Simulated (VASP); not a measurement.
# AgCl (Pm-3m) in VASP: further runs

Aim: see how the results for AgCl move with the level of theory and the settings. Levels: PBE+D3(BJ), revPBE, PBE. Tasks: single point.

Everything below comes from runs of VASP 6.6.1. Logs are shortened: lines on timing, memory, paths and dates and some standing lists are left out, and cuts for length are marked.

### 1 The cell of the first run

The structure is cubic, space group Pm-3m (No. 221). The conventional cell has a = 3.434 Å, b = 3.434 Å, c = 3.434 Å, α = 90.00°, β = 90.00°, γ = 90.00°. Ag (site symmetry m-3m) has 8 Cl at 2.97 Å and 6 Ag at 3.43 Å within 3.9 Å. Cl (site symmetry m-3m) has 8 Ag at 2.97 Å and 6 Cl at 3.43 Å within 3.9 Å.

### 2 Single point, PBE+D3(BJ)

The input, INCAR:

```
SYSTEM = AgCl
PREC = Accurate
ENCUT = 500
EDIFF = 1E-6
ISMEAR = 1
SIGMA = 0.1
LREAL = .False.
LASPH = .True.
NELM = 120
ALGO = Normal
ISIF = 2
LWAVE = .False.
LCHARG = .False.
GGA = PE
IVDW = 12
NBANDS = 16
GGA_COMPAT = .False.
```

The input, KPOINTS:

```
Automatic mesh
0
Gamma
  8 8 8
  0 0 0
```

The input, POSCAR:

```
AgCl
1.0
    3.4339730000      0.0000000000      0.0000000000
    0.0000000000      3.4339730000      0.0000000000
    0.0000000000      0.0000000000      3.4339730000
Ag Cl
1 1
Direct
    0.0000000000      0.0000000000      0.0000000000
    0.5000000000      0.5000000000      0.5000000000
```

Potentials or basis: VASP PAW PBE potentials, release 64 (Ag, Cl).

Launch:

```
> cat potpaw_PBE.64/Ag/POTCAR potpaw_PBE.64/Cl/POTCAR > POTCAR
> mpirun -np 1 vasp_std > vasp.out
```

OUTCAR:

```text
SYSTEM = AgCl
   PREC = Accurate
   ENCUT = 500
   EDIFF = 1E-6
   ISMEAR = 1
   LREAL = .False.
   LASPH = .True.
   NELM = 120
   ISIF = 2
   GGA = PE
   IVDW = 12
 IVDW          = 12

 ion  position               nearest neighbor table
   1  0.000  0.000  0.000-   2 2.97   2 2.97   2 2.97   2 2.97   2 2.97   2 2.97   2 2.97   2 2.97

   2  0.500  0.500  0.500-   1 2.97   1 2.97   1 2.97   1 2.97   1 2.97   1 2.97   1 2.97   1 2.97

  LATTYP: Found a simple cubic cell.
 ALAT       =     3.4339730000

  Lattice vectors:

 A1 = (   3.4339730000,   0.0000000000,   0.0000000000)
 A2 = (   0.0000000000,   3.4339730000,   0.0000000000)
 A3 = (   0.0000000000,   0.0000000000,   3.4339730000)

Analysis of symmetry for initial positions (statically):
=====================================================================
 Subroutine PRICEL returns:
 Original cell was already a primitive cell.

 Routine SETGRP: Setting up the symmetry group for a
 simple cubic supercell.

 Subroutine GETGRP returns: Found 48 space group operations
 (whereof 48 operations were pure point group operations)
 out of a pool of 48 trial point group operations.

The static configuration has the point symmetry O_h .

Analysis of symmetry for dynamics (positions and initial velocities):
=====================================================================
 Subroutine PRICEL returns:
 Original cell was already a primitive cell.

 Routine SETGRP: Setting up the symmetry group for a
 simple cubic supercell.

 Subroutine GETGRP returns: Found 48 space group operations
 (whereof 48 operations were pure point group operations)
 out of a pool of 48 trial point group operations.

The dynamic configuration has the point symmetry O_h .

 Subroutine INISYM returns: Found 48 space group operations
 (whereof 48 operations are pure point group operations),
 and found     1 'primitive' translations

----------------------------------------------------------------------------------------

                                     Primitive cell

  volume of cell :      40.4940

  direct lattice vectors                    reciprocal lattice vectors
     3.433973000  0.000000000  0.000000000     0.291207881  0.000000000  0.000000000
     0.000000000  3.433973000  0.000000000     0.000000000  0.291207881  0.000000000
     0.000000000  0.000000000  3.433973000     0.000000000  0.000000000  0.291207881

  length of vectors
     3.433973000  3.433973000  3.433973000     0.291207881  0.291207881  0.291207881

  position of ions in fractional coordinates (direct lattice)
     0.000000000  0.000000000  0.000000000
     0.500000000  0.500000000  0.500000000

  ion indices of the primitive-cell ions
   primitive index   ion index
                 1           1
                 2           2

----------------------------------------------------------------------------------------

 KPOINTS: Automatic mesh

Automatic generation of k-mesh.
 Grid dimensions read from file:
 generate k-points for:    8    8    8

 Generating k-lattice:

  Cartesian coordinates                     Fractional coordinates (reciprocal lattice)
     0.036400985  0.000000000  0.000000000     0.125000000  0.000000000  0.000000000
     0.000000000  0.036400985  0.000000000     0.000000000  0.125000000  0.000000000
     0.000000000  0.000000000  0.036400985     0.000000000  0.000000000  0.125000000

  Length of vectors
     0.036400985  0.036400985  0.036400985

  Shift w.r.t. Gamma in fractional coordinates (k-lattice)
     0.000000000  0.000000000  0.000000000

 Subroutine IBZKPT returns following result:
 ===========================================

 Found     35 irreducible k-points:

 Following reciprocal coordinates:
            Coordinates               Weight
  0.000000  0.000000  0.000000      1.000000
  0.125000  0.000000  0.000000      6.000000
  0.250000  0.000000  0.000000      6.000000
  0.375000  0.000000  0.000000      6.000000
  0.500000  0.000000  0.000000      3.000000
  0.125000  0.125000  0.000000     12.000000
[... 16 lines left out ...]
  0.375000  0.375000  0.125000     24.000000
  0.500000  0.375000  0.125000     24.000000
 [... further k-points ...]
   k-points           NKPTS =     35   k-points in BZ     NKDIM =     35   number of bands    NBANDS=     16
   number of dos      NEDOS =    301   number of ions     NIONS =      2
   total plane-waves  NPLWV =  21952
   dimension x,y,z NGX =    28 NGY =   28 NGZ =   28
   dimension x,y,z NGXF=    56 NGYF=   56 NGZF=   56
   ions per type =               1   1
   NGX,Y,Z   is equivalent  to a cutoff of  13.56, 13.56, 13.56 a.u.
   NGXF,Y,Z  is equivalent  to a cutoff of  27.11, 27.11, 27.11 a.u.
 SYSTEM =  AgCl
   PREC   = accura    normal or accurate (medium, high low for compatibility)
   ISTART =      0    job   : 0-new  1-cont  2-samecut
   ICHARG =      2    charge: 1-file 2-atom 10-const
   ISPIN  =      1    spin polarized calculation?
   LNONCOLLINEAR =      F non collinear calculations
   LSORBIT =      F    spin-orbit coupling
   LASPH  =      T    aspherical Exc in radial PAW
   ENCUT  =  500.0 eV  36.75 Ry    6.06 a.u.   6.26  6.26  6.26*2*pi/ulx,y,z
   NELM   =    120;   NELMIN=  2; NELMDL= -5     # of ELM steps
   EDIFF  = 0.1E-05   stopping-criterion for ELM
   LREAL  =      F    real-space projection
   EDIFFG = 0.1E-04   stopping-criterion for IOM
   NSW    =      0    number of steps for IOM
   IBRION =     -1    ionic relax: 0-MD 1-quasi-New 2-CG
   NFREE  =      0    steps in history (QN), initial steepest desc. (CG)
   ISIF   =      2    stress and relaxation
   ISYM   =      2    0-nonsym 1-usesym 2-fastsym
   POTIM  = 0.5000    time-step for ionic-motion
   TEBEG  =    0.0;   TEEND  =   0.0 temperature during run
   PSTRESS=    0.0 pullay stress
   NELECT =      18.0000    total number of electrons
   NUPDOWN=      -1.0000    fix difference up-down
   EMIN   =  10.00;   EMAX   =-10.00  energy-range for DOS
   EFERMI =   0.00;   METHOD = LEGACY
   ISMEAR =     1;   SIGMA  =   0.10  broadening in eV -4-tet -1-fermi 0-gaus
   EFERMI_NEDOS =   21; number of points for ismear=-14 and -15
   IALGO  =     38    algorithm
   IMIX   =      4    mixing-type and parameters
     AMIX     =   0.40;   BMIX     =  1.00
     AMIX_MAG =   1.60;   BMIX_MAG =  1.00
  volume/ion in A,a.u.               =      20.25       136.63
  Fermi-wavevector in a.u.,A,eV,Ry     =   1.249402  2.361027 21.238760  1.561005
  Thomas-Fermi vector in A             =   2.383444
   LORBIT       =      0    0 simple, 1 ext, 2 COOP (PROOUT), +10 PAW based schemes
   GGA     = PE    functional components
   LHFCALC =     F    Hartree Fock is set to
   AEXX    =    0.0000 exact exchange contribution
   IVDW    =    12    specifies the selected vdW correction
   LEPSILON=     F    determine dielectric tensor
   LRPA    =     F    only Hartree local field effects (RPA)
 non-spin polarized calculation
 Methfessel and Paxton  Order N= 1 SIGMA  =   0.10
  energy-cutoff  :      500.00
  volume of cell :       40.49
 maximum number of plane-waves:      1064
 NGX is ok and might be reduce to    28
   NGX = 13   NGY = 13   NGZ = 13

 number of electron      18.0000002 magnetization

 Free energy of the ion-electron system (eV)
  ---------------------------------------------------
  ext. energy  EPLUGINS =         0.00000000
  ---------------------------------------------------
  free energy    TOTEN  =        -5.12185702 eV

  energy without entropy =       -5.12258225  energy(sigma->0) =       -5.12209877

 E-fermi :   3.9241     XC(G=0): -10.3847

 val. band max:        3.8849324315   @ k =   0.5000   0.0000   0.0000
 cond. band min:       4.4590491156   @ k =   0.0000   0.0000   0.0000
 fundamental gap:      0.5741166841
 Fermi energy:         3.9240784572

 k-point     1 :       0.0000    0.0000    0.0000
  band No.  band energies     occupation
      1     -10.6845      2.00000
      2       1.1713      2.00000
      3       1.1713      2.00000
      4       2.1085      2.00000
      5       2.1085      2.00000
      6       2.1085      2.00000
[... 8 lines left out ...]
     15      17.5442      0.00000
     16      20.2782      0.00000

 k-point     2 :       0.1250    0.0000    0.0000
  band No.  band energies     occupation
      1     -10.6224      2.00000
      2       0.9573      2.00000
      3       1.1921      2.00000
      4       1.7412      2.00000
      5       1.7412      2.00000
      6       1.9558      2.00000
[... 8 lines left out ...]
     15      17.1737      0.00000
     16      20.2180      0.00000

 k-point     3 :       0.2500    0.0000    0.0000
  band No.  band energies     occupation
      1     -10.4649      2.00000
      2       0.0334      2.00000
      3       1.2427      2.00000
      4       1.3657      2.00000
      5       1.3657      2.00000
      6       2.0230      2.00000
[... 8 lines left out ...]
     15      17.6768      0.00000
     16      20.0743      0.00000

 k-point     4 :       0.3750    0.0000    0.0000
  band No.  band energies     occupation
      1     -10.2952      2.00000
      2      -0.8012      2.00000
      3       1.1223      2.00000
      4       1.1223      2.00000
      5       1.2943      2.00000
      6       2.1512      2.00000
[... 8 lines left out ...]
     15      19.7777      0.00000
     16      19.9330      0.00000
[... 324 lines left out ...]
 k-point    22 :       0.5000    0.2500    0.1250
  band No.  band energies     occupation
      1     -10.0313      2.00000
      2      -0.4708      2.00000
      3       0.5552      2.00000
      4       1.5632      2.00000
      5       1.5808      2.00000
      6       1.9553      2.00000
[... 8 lines left out ...]
     15      17.7905      0.00000
     16      20.5818      0.00000

 k-point    23 :       0.3750    0.3750    0.1250
  band No.  band energies     occupation
      1      -9.9716      2.00000
      2       0.0038      2.00000
      3       0.2944      2.00000
      4       1.3826      2.00000
      5       1.6879      2.00000
      6       1.8660      2.00000
[... 8 lines left out ...]
     15      18.0658      0.00000
     16      19.6741      0.00000

 k-point    24 :       0.5000    0.3750    0.1250
  band No.  band energies     occupation
      1      -9.9201      2.00000
      2      -0.0494      2.00000
      3       0.2858      2.00000
      4       1.4947      2.00000
      5       1.5780      2.00000
      6       1.9411      2.00000
[... 8 lines left out ...]
     15      18.1437      0.00000
     16      19.1264      0.00000

 [... further k-points ...]

------------------------ aborting loop because EDIFF is reached ----------------------------------------

 Edisp (eV)   -0.69803

 E8    (eV) :    -0.2792

  FORCE on cell =-STRESS in cart. coord.  units (eV):
  Direction    XX          YY          ZZ          XY          YZ          ZX
  --------------------------------------------------------------------------------------
  -------------------------------------------------------------------------------------
  Total      -0.74280    -0.74280    -0.74280    -0.00000     0.00000     0.00000
  in kB     -29.38938   -29.38938   -29.38938    -0.00000     0.00000     0.00000
  external pressure =      -29.39 kB  Pullay stress =        0.00 kB

 VOLUME and BASIS-vectors are now :
 -----------------------------------------------------------------------------
  energy-cutoff  :      500.00
  volume of cell :       40.49
      direct lattice vectors                 reciprocal lattice vectors
     3.433973000  0.000000000  0.000000000     0.291207881  0.000000000  0.000000000
     0.000000000  3.433973000  0.000000000     0.000000000  0.291207881  0.000000000
     0.000000000  0.000000000  3.433973000     0.000000000  0.000000000  0.291207881

 POSITION                                       TOTAL-FORCE (eV/Angst)
 -----------------------------------------------------------------------------------
      0.00000      0.00000      0.00000         0.000000      0.000000      0.000000
      1.71699      1.71699      1.71699         0.000000      0.000000      0.000000
 -----------------------------------------------------------------------------------
    total drift:                               -0.000000      0.000000      0.000000

  FREE ENERGIE OF THE ION-ELECTRON SYSTEM (eV)
  ---------------------------------------------------
  free  energy   TOTEN  =        -5.8198897734 eV

  energy  without entropy=       -5.8206150065  energy(sigma->0) =       -5.82013152
```

Run time: 20 s. Hardware: 1 thread of Intel Xeon Platinum 8488C (Sapphire Rapids), shared host; peak memory 0.17 GiB.

Results:

| Property | Result |
| --- | --- |
| Free energy | -5.8199 eV |
| Pressure | -2.9 GPa |
| Band gap on the k mesh | 0.57 eV, indirect (least direct gap 2.08 eV) |
| Dispersion energy per atom | -0.349 eV |

A k mesh can miss the band edges.

### 3 Single point, PBE+D3(BJ)

The input, INCAR:

```
SYSTEM = AgCl
PREC = Accurate
ENCUT = 500
EDIFF = 1E-6
ISMEAR = 0
SIGMA = 0.1
LREAL = .FALSE.
LASPH = .TRUE.
NELM = 120
ALGO = Normal
ISIF = 2
LWAVE = .FALSE.
LCHARG = .FALSE.
GGA = PE
IVDW = 12
NBANDS = 16
GGA_COMPAT = .FALSE.
```

The input, KPOINTS:

```
Automatic mesh
0
G
  8 8 8
  0 0 0
```

POSCAR is that of step 2.

Potentials or basis: VASP PAW PBE potentials, release 64 (Ag, Cl).

Launch:

```
> cat potpaw_PBE.64/Ag/POTCAR potpaw_PBE.64/Cl/POTCAR > POTCAR
> mpirun -np 1 vasp_std > vasp.out
```

Wall time 20 s (1 thread of Intel Xeon Platinum 8488C (Sapphire Rapids), shared host); peak memory 0.18 GiB.

Results (log left out):

| Quantity | Value |
| --- | --- |
| Free energy | -5.8201 eV |
| Pressure | -2.9 GPa |
| Band gap on the k mesh | 0.57 eV, indirect (least direct gap 2.08 eV) |
| Dispersion energy per atom | -0.349 eV |

Levels at points of the mesh, in eV from the valence-band top:
```
           k point  band 6  band 7  band 8  band 9  band 10  band 11  band 12  band 13
(0.00, 0.00, 0.00)   -1.78   -1.50   -1.50   -1.50     0.57     9.44     9.44    13.66
(0.50, 0.00, 0.00)   -1.73   -1.42    0.00    0.00     4.91     5.51     9.43    10.03
(0.50, 0.50, 0.00)   -2.06   -2.06   -1.48   -0.88     2.81     8.93     8.93    10.62
(0.50, 0.50, 0.50)   -1.46   -0.17   -0.17   -0.17     4.80     4.80     4.80     6.76
```

A k mesh can miss the band edges. Expect the measured gap to be larger: semilocal functionals such as PBE lack the derivative discontinuity.

[end of part 1 of 2]
